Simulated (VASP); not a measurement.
# Al2O3 (R-3c) in VASP: notebook

Al2O3 is run at these levels: PBE; tasks: relaxation of shape and atoms at fixed volume.

Everything below comes from runs of VASP 6.6.1. Logs are shortened: lines on timing, memory, paths and dates and some standing lists are left out, and cuts for length are marked.

## (1) The cell of the first run

The structure is trigonal, space group R-3c (No. 167). The conventional cell has a = 4.614 Å, b = 4.614 Å, c = 12.543 Å, α = 90.00°, β = 90.00°, γ = 120.00°. Al (site symmetry 3) has 6 O at 1.80 to 1.91 Å within 2.4 Å. Within 2.8 Å of O (site symmetry 2) lie 4 Al at 1.80 to 1.91 Å and 12 O at 2.45 to 2.78 Å.

## (2) Relaxation of shape and atoms at fixed volume, PBE (7.71 Å³/atom)

INCAR reads:

```
PREC = Accurate
ENCUT = 600
EDIFF = 1E-6
ISMEAR = 0
SIGMA = 0.02
LREAL = F
LASPH = T
NELM = 80
ALGO = Normal
ISIF = 4
LWAVE = F
LCHARG = F
GGA = PE
IBRION = 2
NSW = 50
EDIFFG = -0.01
```

KPOINTS reads:

```
regular mesh
0
Gamma
  6 6 6
```

POSCAR reads:

```
Al2O3
1.0
    2.3070563440      1.3319796013      4.1811103103
   -2.3070563440      1.3319796013      4.1811103103
    0.0000000000     -2.6639592025      4.1811103103
Al O
4 6
Direct
    0.3520169967      0.3520169967      0.3520169967
    0.1479830033      0.1479830033      0.1479830033
    0.6479830033      0.6479830033      0.6479830033
    0.8520169967      0.8520169967      0.8520169967
    0.5569608566      0.9430391434      0.2500000000
    0.2500000000      0.5569608566      0.9430391434
    0.9430391434      0.2500000000      0.5569608566
    0.4430391434      0.0569608566      0.7500000000
    0.7500000000      0.4430391434      0.0569608566
    0.0569608566      0.7500000000      0.4430391434
```

Potentials or basis: VASP PAW PBE potentials, release 64 (Al, O).

Launch:

```console
$ cat potpaw_PBE.64/Al/POTCAR potpaw_PBE.64/O/POTCAR > POTCAR
$ mpirun -np 1 vasp_std > vasp.out
```

OUTCAR:

```text
PREC = Accurate
   ENCUT = 600
   EDIFF = 1E-6
   ISMEAR = 0
   LREAL = F
   LASPH = T
   NELM = 80
   ISIF = 4
   GGA = PE
   IBRION = 2
   NSW = 50
   EDIFFG = -0.01

 ion  position               nearest neighbor table
   1  0.352  0.352  0.352-  10 1.80   8 1.80   9 1.80   5 1.91   6 1.91   7 1.91   2 2.56   3 2.70
                             3 2.70   3 2.70   2 3.12   2 3.12   2 3.12
   2  0.148  0.148  0.148-   9 1.80   8 1.80  10 1.80   5 1.91   7 1.91   6 1.91   1 2.56   4 2.70
                             4 2.70   4 2.70   1 3.12   1 3.12   1 3.12
   3  0.648  0.648  0.648-   7 1.80   5 1.80   6 1.80   8 1.91   9 1.91  10 1.91   4 2.56   1 2.70
                             1 2.70   1 2.70   4 3.12   4 3.12   4 3.12
   4  0.852  0.852  0.852-   6 1.80   5 1.80   7 1.80   8 1.91  10 1.91   9 1.91   3 2.56   2 2.70
                             2 2.70   2 2.70   3 3.12   3 3.12   3 3.12
   5  0.557  0.943  0.250-   3 1.80   4 1.80   1 1.91   2 1.91
   6  0.250  0.557  0.943-   4 1.80   3 1.80   1 1.91   2 1.91
   7  0.943  0.250  0.557-   3 1.80   4 1.80   2 1.91   1 1.91
   8  0.443  0.057  0.750-   1 1.80   2 1.80   3 1.91   4 1.91
   9  0.750  0.443  0.057-   2 1.80   1 1.80   3 1.91   4 1.91
  10  0.057  0.750  0.443-   1 1.80   2 1.80   4 1.91   3 1.91

  LATTYP: Found a trigonal (rhomboedric) cell.
 ALAT       =     4.9576569122
 COS(alpha) =     0.5668947376

  Lattice vectors:

 A1 = (   2.3070563440,   1.3319796013,   4.1811103103)
 A2 = (  -2.3070563440,   1.3319796013,   4.1811103103)
 A3 = (   0.0000000000,  -2.6639592025,   4.1811103103)

Analysis of symmetry for initial positions (statically):
=====================================================================
 Subroutine PRICEL returns:
 Original cell was already a primitive cell.

 Routine SETGRP: Setting up the symmetry group for a
 trigonal (rhombohedral) supercell.

 Subroutine GETGRP returns: Found 12 space group operations
 (whereof  6 operations were pure point group operations)
 out of a pool of 12 trial point group operations.

The static configuration has the point symmetry S_6 .
 The point group associated with its full space group is D_3d.

Analysis of symmetry for dynamics (positions and initial velocities):
=====================================================================
 Subroutine PRICEL returns:
 Original cell was already a primitive cell.

 Routine SETGRP: Setting up the symmetry group for a
 trigonal (rhombohedral) supercell.

 Subroutine GETGRP returns: Found 12 space group operations
 (whereof  6 operations were pure point group operations)
 out of a pool of 12 trial point group operations.

The dynamic configuration has the point symmetry S_6 .
[... 127 lines left out ...]
   NELECT =      48.0000    total number of electrons
   NUPDOWN=      -1.0000    fix difference up-down
   EMIN   =  10.00;   EMAX   =-10.00  energy-range for DOS
   EFERMI =   0.00;   METHOD = LEGACY
   ISMEAR =     0;   SIGMA  =   0.02  broadening in eV -4-tet -1-fermi 0-gaus
   EFERMI_NEDOS =   21; number of points for ismear=-14 and -15
   IALGO  =     38    algorithm
   IMIX   =      4    mixing-type and parameters
     AMIX     =   0.40;   BMIX     =  1.00
     AMIX_MAG =   1.60;   BMIX_MAG =  1.00
  volume/ion in A,a.u.               =       7.71        52.02
  Fermi-wavevector in a.u.,A,eV,Ry     =   1.397942  2.641727 26.589059  1.954241
  Thomas-Fermi vector in A             =   2.521148
   LORBIT       =      0    0 simple, 1 ext, 2 COOP (PROOUT), +10 PAW based schemes
   GGA     = PE    functional components
   LHFCALC =     F    Hartree Fock is set to
   AEXX    =    0.0000 exact exchange contribution
   IVDW    =     0    specifies the selected vdW correction
   LEPSILON=     F    determine dielectric tensor
   LRPA    =     F    only Hartree local field effects (RPA)
 conjugate gradient relaxation of ions
 non-spin polarized calculation
 Gauss-broadening in eV      SIGMA  =   0.02
  energy-cutoff  :      600.00
  volume of cell :       77.09
 maximum number of plane-waves:      2590
   NGX = 19   NGY = 19   NGZ = 19

--------------------------------------- Ionic step        1  -------------------------------------------

 number of electron      47.9999990 magnetization

 Free energy of the ion-electron system (eV)
  ---------------------------------------------------
  ext. energy  EPLUGINS =         0.00000000
  ---------------------------------------------------
  free energy    TOTEN  =       -73.70226989 eV

  energy without entropy =      -73.70226989  energy(sigma->0) =      -73.70226989

------------------------ aborting loop because EDIFF is reached ----------------------------------------

  FORCE on cell =-STRESS in cart. coord.  units (eV):
  Direction    XX          YY          ZZ          XY          YZ          ZX
  --------------------------------------------------------------------------------------
  -------------------------------------------------------------------------------------
  Total       18.2434836     18.2434836     17.8777905     -0.0000000      0.0000000      0.0000000
  in kB      379.1575448    379.1575448    371.5572806     -0.0000000      0.0000000      0.0000000
  external PRESSURE =     376.6241234 kB  Pullay stress =       0.0000000 kB
[... 75 lines left out ...]
--------------------------------------- Ionic step        3  -------------------------------------------

 number of electron      47.9999991 magnetization

 Free energy of the ion-electron system (eV)
  ---------------------------------------------------
  ext. energy  EPLUGINS =         0.00000000
  ---------------------------------------------------
  free energy    TOTEN  =       -73.70271675 eV

  energy without entropy =      -73.70271675  energy(sigma->0) =      -73.70271675

 E-fermi :   7.5382     XC(G=0): -12.1783

 val. band max:        7.3526809985   @ k =   0.0000   0.0000   0.0000
 cond. band min:      14.7945581894   @ k =   0.0000   0.0000   0.0000
 fundamental gap:      7.4418771910
 Fermi energy:         7.5381715883

 k-point     1 :       0.0000    0.0000    0.0000
  band No.  band energies     occupation
      1     -12.7329      2.00000
      2      -9.9712      2.00000
      3      -9.6695      2.00000
      4      -9.6695      2.00000
      5      -9.3169      2.00000
      6      -9.3169      2.00000
[... 781 lines left out ...]
     29      18.8996      0.00000
     30      19.3073      0.00000

 [... further k-points ...]

------------------------ aborting loop because EDIFF is reached ----------------------------------------

  FORCE on cell =-STRESS in cart. coord.  units (eV):
  Direction    XX          YY          ZZ          XY          YZ          ZX
  --------------------------------------------------------------------------------------
  -------------------------------------------------------------------------------------
  Total       18.0851072     18.0851072     18.1154852      0.0000000      0.0000000     -0.0000000
  in kB      375.8659789    375.8659789    376.4973315      0.0000000      0.0000000     -0.0000000
  external PRESSURE =     376.0764297 kB  Pullay stress =       0.0000000 kB
[... 25 lines left out ...]
  FREE ENERGIE OF THE ION-ELECTRON SYSTEM (eV)
  ---------------------------------------------------
  free  energy   TOTEN  =       -73.7027167474 eV

  energy  without entropy=      -73.7027167474  energy(sigma->0) =      -73.70271675

 reached required accuracy - stopping structural energy minimisation
```

OSZICAR:

```text
N       E                     dE             d eps       ncg     rms          rms(c)
DAV:   1     0.282611922276E+03    0.28261E+03   -0.28748E+04  1920   0.173E+03
DAV:   2    -0.685586368725E+02   -0.35117E+03   -0.34104E+03  2530   0.344E+02
DAV:   3    -0.820767133415E+02   -0.13518E+02   -0.13487E+02  2304   0.734E+01
[... 18 lines left out ...]
       N       E                     dE             d eps       ncg     rms          rms(c)
DAV:   1    -0.737027236347E+02   -0.44833E-04   -0.85018E-03  2148   0.651E-01    0.308E-02
DAV:   2    -0.737027232614E+02    0.37334E-06   -0.12915E-04  2280   0.752E-02    0.181E-02
DAV:   3    -0.737027168799E+02    0.63815E-05   -0.73173E-06  2286   0.223E-02    0.427E-03
DAV:   4    -0.737027167474E+02    0.13242E-06   -0.19178E-06  1616   0.948E-03
   3 F= -.73702717E+02 E0= -.73702717E+02  d E =-.446861E-03
```

CONTCAR:

```text
Al2O3
   1.00000000000000
     2.3081051830126649    1.3325851487916243    4.1773112501226111
    -2.3081051830126649    1.3325851487916243    4.1773112501226111
     0.0000000000000000   -2.6651702974765388    4.1773112501204874
  Al              O
     4     6
Direct
     0.3519299880014816    0.3519299880014816    0.3519299880014817
     0.1480700119985184    0.1480700119985184    0.1480700119985183
     0.6480700119985183    0.6480700119985183    0.6480700119985183
     0.8519299880014817    0.8519299880014817    0.8519299880014817
     0.5573154395903409    0.9426845604096591    0.2500000000000000
     0.2500000000000002    0.5573154395903410    0.9426845604096589
     0.9426845604096590    0.2499999999999998    0.5573154395903411
     0.4426845604096591    0.0573154395903409    0.7500000000000000
     0.7499999999999998    0.4426845604096589    0.0573154395903412
     0.0573154395903411    0.7500000000000002    0.4426845604096588

  0.00000000E+00  0.00000000E+00  0.00000000E+00
  0.00000000E+00  0.00000000E+00  0.00000000E+00
  0.00000000E+00  0.00000000E+00  0.00000000E+00
  0.00000000E+00  0.00000000E+00  0.00000000E+00
  0.00000000E+00  0.00000000E+00  0.00000000E+00
  0.00000000E+00  0.00000000E+00  0.00000000E+00
  0.00000000E+00  0.00000000E+00  0.00000000E+00
  0.00000000E+00  0.00000000E+00  0.00000000E+00
  0.00000000E+00  0.00000000E+00  0.00000000E+00
  0.00000000E+00  0.00000000E+00  0.00000000E+00
```

Wall time 7.1 min (1 thread of Intel Xeon 8259CL, shared host); peak memory 0.24 GiB.

Results:

| Item | Value |
| --- | --- |
| Free energy | -73.7027 eV |
| Energy gained by relaxing | 0.0 meV/atom |
| Ionic steps | 3 |
| Pressure after relaxing | 37.6 GPa |
| Largest force after relaxing | 0.005 eV/Å |
| Band gap on the k mesh | 7.44 eV |

Forces in eV/Å, atoms in the order of the input:
```
Al   0.000  0.000 -0.005
Al   0.000  0.000  0.005
Al   0.000  0.000  0.005
Al   0.000  0.000 -0.005
O    0.001  0.000  0.000
O   -0.001  0.001  0.000
O   -0.001 -0.001  0.000
O   -0.001  0.000  0.000
O    0.001 -0.001  0.000
O    0.001  0.001  0.000
```

Step by step:
```csv
step,energy change (eV),largest force (eV/Å),pressure (GPa),volume (Å³)
1,0.0000,0.0439,37.66,77.09
2,-0.0004,0.0123,37.59,77.09
3,-0.0004,0.0048,37.61,77.09
```

Final structure:
```cif
data_structure
_symmetry_space_group_name_H-M 'P 1'
_symmetry_Int_Tables_number 1
_cell_length_a 4.9551
_cell_length_b 4.9551
_cell_length_c 4.9551
_cell_angle_alpha 55.524
_cell_angle_beta 55.524
_cell_angle_gamma 55.524
_cell_volume 77.09
loop_
_atom_site_label
_atom_site_type_symbol
_atom_site_fract_x
_atom_site_fract_y
_atom_site_fract_z
_atom_site_occupancy
Al1 Al 0.35193 0.35193 0.35193 1
Al2 Al 0.14807 0.14807 0.14807 1
Al3 Al 0.64807 0.64807 0.64807 1
Al4 Al 0.85193 0.85193 0.85193 1
O1 O 0.55732 0.94268 0.25000 1
O2 O 0.25000 0.55732 0.94268 1
O3 O 0.94268 0.25000 0.55732 1
O4 O 0.44268 0.05732 0.75000 1
O5 O 0.75000 0.44268 0.05732 1
O6 O 0.05732 0.75000 0.44268 1
```

A k mesh can miss the band edges.

(Continued in part 2 of 2.)
